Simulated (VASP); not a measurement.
# LaF5 (F-43m) in VASP: a series of runs

The runs below take LaF5 through single point, relaxation of cell and atoms, with PBE.

Everything below comes from runs of VASP 6.6.1. Logs are shortened: lines on timing, memory, paths and dates and some standing lists are left out, and cuts for length are marked.

## (1) The cell of the first run

Symmetry: F-43m, No. 216, cubic system. Conventional cell: a = 6.518 Å, b = 6.518 Å, c = 6.518 Å, α = 90.00°, β = 90.00°, γ = 90.00°. Within 3.6 Å of La (site symmetry -43m) lie 16 F at 2.70 to 2.82 Å. F (site symmetry -43m) has 12 F at 2.70 Å and 4 La at 2.82 Å within 3.6 Å. F (site symmetry 3m) has 9 F at 2.29 to 2.70 Å and 3 La at 2.70 Å within 3.0 Å.

## (2) Single point, PBE

INCAR

```
SYSTEM = LaF5
PREC = Accurate
ENCUT = 520
EDIFF = 1E-6
ISMEAR = 0
SIGMA = 0.1
LREAL = .FALSE.
LASPH = .TRUE.
NELM = 100
ALGO = Normal
ISIF = 2
LWAVE = .FALSE.
LCHARG = .FALSE.
GGA = PE
NBANDS = 32
```

KPOINTS

```
Automatic mesh
0
G
  4 4 4
  0 0 0
```

POSCAR

```
LaF5
1.0
    0.0000000000      3.2591219254      3.2591219254
    3.2591219254      0.0000000000      3.2591219254
    3.2591219254      3.2591219254      0.0000000000
La F
1 5
Direct
    0.0000000000      0.0000000000      0.0000000000
    0.7500000000      0.7500000000      0.7500000000
    0.3743139375      0.3743139375      0.8770581875
    0.3743139375      0.8770581875      0.3743139375
    0.3743139375      0.3743139375      0.3743139375
    0.8770581875      0.3743139375      0.3743139375
```

Potentials or basis: VASP PAW PBE potentials, release 64 (La, F).

Run with:

```
$ cat potpaw_PBE.64/La/POTCAR potpaw_PBE.64/F/POTCAR > POTCAR
$ mpirun -np 1 vasp_std > vasp.out
```

OUTCAR:

```text
SYSTEM = LaF5
   PREC = Accurate
   ENCUT = 520
   EDIFF = 1E-6
   ISMEAR = 0
   LREAL = .FALSE.
   LASPH = .TRUE.
   NELM = 100
   ISIF = 2
   GGA = PE

 ion  position               nearest neighbor table
   1  0.000  0.000  0.000-   3 2.70   4 2.70   6 2.70   5 2.70   5 2.70   5 2.70   4 2.70   6 2.70
                             6 2.70   3 2.70   3 2.70   4 2.70
   2  0.750  0.750  0.750-
   3  0.374  0.374  0.877-   1 2.70   1 2.70   1 2.70
   4  0.374  0.877  0.374-   1 2.70   1 2.70   1 2.70
   5  0.374  0.374  0.374-   1 2.70   1 2.70   1 2.70
   6  0.877  0.374  0.374-   1 2.70   1 2.70   1 2.70

  LATTYP: Found a face centered cubic cell.
 ALAT       =     6.5182438508

  Lattice vectors:

 A1 = (   0.0000000000,   3.2591219254,   3.2591219254)
 A2 = (   3.2591219254,   0.0000000000,   3.2591219254)
 A3 = (   3.2591219254,   3.2591219254,   0.0000000000)

Analysis of symmetry for initial positions (statically):
=====================================================================
 Subroutine PRICEL returns:
 Original cell was already a primitive cell.

 Routine SETGRP: Setting up the symmetry group for a
 face centered cubic supercell.

 Subroutine GETGRP returns: Found 24 space group operations
 (whereof 24 operations were pure point group operations)
 out of a pool of 48 trial point group operations.

The static configuration has the point symmetry T_d .

Analysis of symmetry for dynamics (positions and initial velocities):
=====================================================================
 Subroutine PRICEL returns:
 Original cell was already a primitive cell.

 Routine SETGRP: Setting up the symmetry group for a
 face centered cubic supercell.

 Subroutine GETGRP returns: Found 24 space group operations
 (whereof 24 operations were pure point group operations)
 out of a pool of 48 trial point group operations.

The dynamic configuration has the point symmetry T_d .

 Subroutine INISYM returns: Found 24 space group operations
 (whereof 24 operations are pure point group operations),
 and found     1 'primitive' translations

----------------------------------------------------------------------------------------

                                     Primitive cell

  volume of cell :      69.2360

  direct lattice vectors                    reciprocal lattice vectors
     0.000000000  3.259121925  3.259121925    -0.153415555  0.153415555  0.153415555
     3.259121925  0.000000000  3.259121925     0.153415555 -0.153415555  0.153415555
     3.259121925  3.259121925  0.000000000     0.153415555  0.153415555 -0.153415555

  length of vectors
     4.609094428  4.609094428  4.609094428     0.265723536  0.265723536  0.265723536

  position of ions in fractional coordinates (direct lattice)
     0.000000000  0.000000000  0.000000000
     0.750000000  0.750000000  0.750000000
     0.374313937  0.374313937  0.877058187
     0.374313937  0.877058187  0.374313937
     0.374313937  0.374313937  0.374313937
     0.877058187  0.374313937  0.374313937

  ion indices of the primitive-cell ions
   primitive index   ion index
                 1           1
                 2           2
                 3           3
                 4           4
                 5           5
                 6           6

----------------------------------------------------------------------------------------

 KPOINTS: Automatic mesh

Automatic generation of k-mesh.
 Grid dimensions read from file:
 generate k-points for:    4    4    4

 Generating k-lattice:

  Cartesian coordinates                     Fractional coordinates (reciprocal lattice)
    -0.038353889  0.038353889  0.038353889     0.250000000  0.000000000  0.000000000
     0.038353889 -0.038353889  0.038353889     0.000000000  0.250000000  0.000000000
     0.038353889  0.038353889 -0.038353889     0.000000000  0.000000000  0.250000000

  Length of vectors
     0.066430884  0.066430884  0.066430884

  Shift w.r.t. Gamma in fractional coordinates (k-lattice)
     0.000000000  0.000000000  0.000000000

 Subroutine IBZKPT returns following result:
 ===========================================

 Found      8 irreducible k-points:

 Following reciprocal coordinates:
            Coordinates               Weight
  0.000000  0.000000  0.000000      1.000000
  0.250000  0.000000  0.000000      8.000000
  0.500000  0.000000  0.000000      4.000000
  0.250000  0.250000  0.000000      6.000000
  0.500000  0.250000  0.000000     24.000000
 -0.250000  0.250000  0.000000     12.000000
  0.500000  0.500000  0.000000      3.000000
 -0.250000  0.500000  0.250000      6.000000
   k-points           NKPTS =      8   k-points in BZ     NKDIM =      8   number of bands    NBANDS=     32
   number of dos      NEDOS =    301   number of ions     NIONS =      6
   total plane-waves  NPLWV =  46656
   dimension x,y,z NGX =    36 NGY =   36 NGZ =   36
   dimension x,y,z NGXF=    72 NGYF=   72 NGZF=   72
   ions per type =               1   5
   NGX,Y,Z   is equivalent  to a cutoff of  12.98, 12.98, 12.98 a.u.
   NGXF,Y,Z  is equivalent  to a cutoff of  25.97, 25.97, 25.97 a.u.
 SYSTEM =  LaF5
   PREC   = accura    normal or accurate (medium, high low for compatibility)
   ISTART =      0    job   : 0-new  1-cont  2-samecut
   ICHARG =      2    charge: 1-file 2-atom 10-const
   ISPIN  =      1    spin polarized calculation?
   LNONCOLLINEAR =      F non collinear calculations
   LSORBIT =      F    spin-orbit coupling
   LASPH  =      T    aspherical Exc in radial PAW
   ENCUT  =  520.0 eV  38.22 Ry    6.18 a.u.   8.57  8.57  8.57*2*pi/ulx,y,z
   NELM   =    100;   NELMIN=  2; NELMDL= -5     # of ELM steps
   EDIFF  = 0.1E-05   stopping-criterion for ELM
   LREAL  =      F    real-space projection
   EDIFFG = 0.1E-04   stopping-criterion for IOM
   NSW    =      0    number of steps for IOM
   IBRION =     -1    ionic relax: 0-MD 1-quasi-New 2-CG
   NFREE  =      0    steps in history (QN), initial steepest desc. (CG)
   ISIF   =      2    stress and relaxation
   ISYM   =      2    0-nonsym 1-usesym 2-fastsym
   POTIM  = 0.5000    time-step for ionic-motion
   TEBEG  =    0.0;   TEEND  =   0.0 temperature during run
   PSTRESS=    0.0 pullay stress
   NELECT =      46.0000    total number of electrons
   NUPDOWN=      -1.0000    fix difference up-down
   EMIN   =  10.00;   EMAX   =-10.00  energy-range for DOS
   EFERMI =   0.00;   METHOD = LEGACY
   ISMEAR =     0;   SIGMA  =   0.10  broadening in eV -4-tet -1-fermi 0-gaus
   EFERMI_NEDOS =   21; number of points for ismear=-14 and -15
   IALGO  =     38    algorithm
   IMIX   =      4    mixing-type and parameters
     AMIX     =   0.40;   BMIX     =  1.00
     AMIX_MAG =   1.60;   BMIX_MAG =  1.00
  volume/ion in A,a.u.               =      11.54        77.87
  Fermi-wavevector in a.u.,A,eV,Ry     =   1.428511  2.699494 27.764632  2.040643
  Thomas-Fermi vector in A             =   2.548565
   LORBIT       =      0    0 simple, 1 ext, 2 COOP (PROOUT), +10 PAW based schemes
   GGA     = PE    functional components
   LHFCALC =     F    Hartree Fock is set to
   AEXX    =    0.0000 exact exchange contribution
   IVDW    =     0    specifies the selected vdW correction
   LEPSILON=     F    determine dielectric tensor
   LRPA    =     F    only Hartree local field effects (RPA)
 non-spin polarized calculation
 Gauss-broadening in eV      SIGMA  =   0.10
  energy-cutoff  :      520.00
  volume of cell :       69.24
 maximum number of plane-waves:      1892
 NGX is ok and might be reduce to    36
   NGX = 17   NGY = 17   NGZ = 17

 number of electron      45.9999959 magnetization

 Free energy of the ion-electron system (eV)
  ---------------------------------------------------
  ext. energy  EPLUGINS =         0.00000000
  ---------------------------------------------------
  free energy    TOTEN  =       -28.00194661 eV

  energy without entropy =      -27.95413080  energy(sigma->0) =      -27.97803871

 E-fermi :   2.3872     XC(G=0): -10.8861

 val. band max:        2.3869338662   @ k =   0.5000   0.2500   0.0000
 cond. band min:       2.4600021018   @ k =   0.5000   0.0000   0.0000
 fundamental gap:      0.0730682356
 Fermi energy:         2.3871947449

 k-point     1 :       0.0000    0.0000    0.0000
  band No.  band energies     occupation
      1     -27.4539      2.00000
      2     -19.4177      2.00000
      3     -17.8029      2.00000
      4     -17.8029      2.00000
      5     -17.8029      2.00000
      6     -16.8522      2.00000
[... 24 lines left out ...]
     31       7.3801      0.00000
     32      10.8421      0.00000

 k-point     2 :       0.2500    0.0000    0.0000
  band No.  band energies     occupation
      1     -27.4304      2.00000
      2     -19.3434      2.00000
      3     -18.0329      2.00000
      4     -17.8108      2.00000
      5     -17.8108      2.00000
      6     -16.8841      2.00000
[... 24 lines left out ...]
     31       7.4016      0.00000
     32      10.3719      0.00000

 k-point     3 :       0.5000    0.0000    0.0000
  band No.  band energies     occupation
      1     -27.4067      2.00000
      2     -19.2300      2.00000
      3     -18.2994      2.00000
      4     -17.8178      2.00000
      5     -17.8178      2.00000
      6     -16.9153      2.00000
[... 24 lines left out ...]
     31       7.3951      0.00000
     32       9.6990      0.00000

 k-point     4 :       0.2500    0.2500    0.0000
  band No.  band energies     occupation
      1     -27.4229      2.00000
      2     -19.2928      2.00000
      3     -18.0920      2.00000
      4     -17.8348      2.00000
      5     -17.8348      2.00000
      6     -16.9064      2.00000
[... 24 lines left out ...]
     31       7.4116      0.00000
     32       9.8762      0.00000

 k-point     5 :       0.5000    0.2500    0.0000
  band No.  band energies     occupation
      1     -27.3995      2.00000
      2     -19.1013      2.00000
      3     -18.4429      2.00000
      4     -17.8431      2.00000
      5     -17.8419      2.00000
      6     -16.9410      2.00000
[... 24 lines left out ...]
     31       7.4209      0.00000
     32       9.8580      0.00000

 k-point     6 :      -0.2500    0.2500    0.0000
  band No.  band energies     occupation
      1     -27.4071      2.00000
      2     -19.1944      2.00000
      3     -18.3229      2.00000
      4     -17.8358      2.00000
      5     -17.8178      2.00000
      6     -16.9219      2.00000
[... 24 lines left out ...]
     31       7.4138      0.00000
     32      10.0605      0.00000

 k-point     7 :       0.5000    0.5000    0.0000
  band No.  band energies     occupation
      1     -27.3922      2.00000
      2     -18.9133      2.00000
      3     -18.6370      2.00000
      4     -17.8657      2.00000
      5     -17.8657      2.00000
      6     -16.9766      2.00000
[... 24 lines left out ...]
     31       7.4195      0.00000
     32       9.8549      0.00000

 k-point     8 :      -0.2500    0.5000    0.2500
  band No.  band energies     occupation
      1     -27.3919      2.00000
      2     -18.8956      2.00000
      3     -18.6861      2.00000
      4     -17.9082      2.00000
      5     -17.8050      2.00000
      6     -16.9528      2.00000
[... 24 lines left out ...]
     31       7.4198      0.00000
     32      10.1618      0.00000

------------------------ aborting loop because EDIFF is reached ----------------------------------------

  FORCE on cell =-STRESS in cart. coord.  units (eV):
  Direction    XX          YY          ZZ          XY          YZ          ZX
  --------------------------------------------------------------------------------------
  -------------------------------------------------------------------------------------
  Total       -0.2183994     -0.2183994     -0.2183994      0.0000000     -0.0000000      0.0000000
  in kB       -5.0539404     -5.0539404     -5.0539404      0.0000000     -0.0000000      0.0000000
  external PRESSURE =      -5.0539404 kB  Pullay stress =       0.0000000 kB

 VOLUME and BASIS-vectors are now :
 -----------------------------------------------------------------------------
  energy-cutoff  :      520.00
  volume of cell :       69.24
      direct lattice vectors                 reciprocal lattice vectors
     0.000000000  3.259121925  3.259121925    -0.153415555  0.153415555  0.153415555
     3.259121925  0.000000000  3.259121925     0.153415555 -0.153415555  0.153415555
     3.259121925  3.259121925  0.000000000     0.153415555  0.153415555 -0.153415555

 POSITION                                       TOTAL-FORCE (eV/Angst)
 -----------------------------------------------------------------------------------
      0.00000      0.00000      0.00000         0.000000     -0.000000      0.000000
      4.88868      4.88868      4.88868        -0.000000     -0.000000      0.000000
      4.07837      4.07837      2.43987         0.000852      0.000852     -0.000852
      4.07837      2.43987      4.07837         0.000852     -0.000852      0.000852
      2.43987      2.43987      2.43987        -0.000852     -0.000852     -0.000852
      2.43987      4.07837      4.07837        -0.000852      0.000852      0.000852
 -----------------------------------------------------------------------------------
    total drift:                               -0.000000     -0.000000     -0.000000

  FREE ENERGIE OF THE ION-ELECTRON SYSTEM (eV)
  ---------------------------------------------------
  free  energy   TOTEN  =       -28.0019466130 eV

  energy  without entropy=      -27.9541307984  energy(sigma->0) =      -27.97803871
```

Wall time 58 s (1 thread of AMD EPYC 7R13, shared host); peak memory 0.18 GiB.

What came out:

```yaml
Free_energy: -28.0019 eV
Pressure: -0.5 GPa
Band_gap_on_the_k_mesh: zero (band 23 reaches 2.70 eV, above the bottom of band 24 at 2.14 eV)
```

Levels at points of the mesh, in eV from the Fermi level:
```tsv
k point	band 20	band 21	band 22	band 23	band 24	band 25
(0.00, 0.00, 0.00)	-0.56	-0.56	0.31	0.31	0.31	4.95
(0.50, 0.00, 0.00)	-0.54	-0.39	-0.39	0.07	0.07	4.93
(0.50, 0.50, 0.00)	-0.61	-0.53	-0.53	-0.04	-0.04	4.91
```

Caveat: the k points lie up to 0.42 Å⁻¹ apart; spin-orbit coupling is left out, which moves the levels of the heavy elements.

## (3) Single point, PBE

This run uses another cell than the first one, of 13.92 Å³/atom, 1.206 times its volume.

INCAR

```
PREC     = Accurate       # precision mode
ENCUT    = 520            # plane-wave cutoff, eV
EDIFF    = 1E-6           # SCF threshold, eV
ISMEAR   = 0              # smearing method
SIGMA    = 0.1            # smearing width, eV
LREAL    = F              # projectors in reciprocal space
LASPH    = T              # aspherical terms in the spheres
NELM     = 60             # most SCF steps
ALGO     = Normal         # electronic algorithm
ISIF     = 2              # what is computed and relaxed
LWAVE    = F              # write WAVECAR
LCHARG   = F              # write CHGCAR
GGA      = PE             # functional
NBANDS   = 32             # bands
```

KPOINTS

```
Automatic mesh
0
Gamma
  4 4 4
```

POSCAR

```
LaF5
1.0
    0.0000000000      3.4692290300      3.4692290300
    3.4692290300      0.0000000000      3.4692290300
    3.4692290300      3.4692290300      0.0000000000
La F
1 5
Direct
    0.0000000000      0.0000000000      0.0000000000
    0.7500000000      0.7500000000      0.7500000000
    0.3759736600      0.3759736600      0.8720790100
    0.3759736600      0.8720790100      0.3759736600
    0.3759736600      0.3759736600      0.3759736600
    0.8720790100      0.3759736600      0.3759736600
```

Potentials or basis: VASP PAW PBE potentials, release 64 (La, F).

Run with:

```
$ cat potpaw_PBE.64/La/POTCAR potpaw_PBE.64/F/POTCAR > POTCAR
$ mpirun -np 1 vasp_std > vasp.out
```

Run time: 66 s. Hardware: 1 thread of AMD EPYC 7R13, shared host; peak memory 0.18 GiB.

Results (log left out):

```
Free energy            : -27.3410 eV
Pressure               : -12.4 GPa
Largest force          : 0.377 eV/Å
Band gap on the k mesh : zero (band 23 reaches 0.93 eV, above the bottom of band 24 at 0.53 eV)
```

Forces in eV/Å, atoms in the order of the input:
```
La   0.000  0.000  0.000
F    0.000  0.000  0.000
F    0.218  0.218 -0.218
F    0.218 -0.218  0.218
F   -0.218 -0.218 -0.218
F   -0.218  0.218  0.218
```

Levels at points of the mesh, in eV from the Fermi level:
| k point | band 20 | band 21 | band 22 | band 23 | band 24 | band 25 |
| --- | --- | --- | --- | --- | --- | --- |
| (0.00, 0.00, 0.00) | -0.43 | -0.43 | 0.22 | 0.22 | 0.22 | 3.81 |
| (0.50, 0.00, 0.00) | -0.41 | -0.24 | -0.24 | 0.05 | 0.05 | 3.80 |
| (0.50, 0.50, 0.00) | -0.40 | -0.33 | -0.33 | -0.04 | -0.04 | 3.78 |

Caveat: the k points lie up to 0.39 Å⁻¹ apart; spin-orbit coupling is left out, which moves the levels of the heavy elements.

(Part 1 of 2 ends here.)
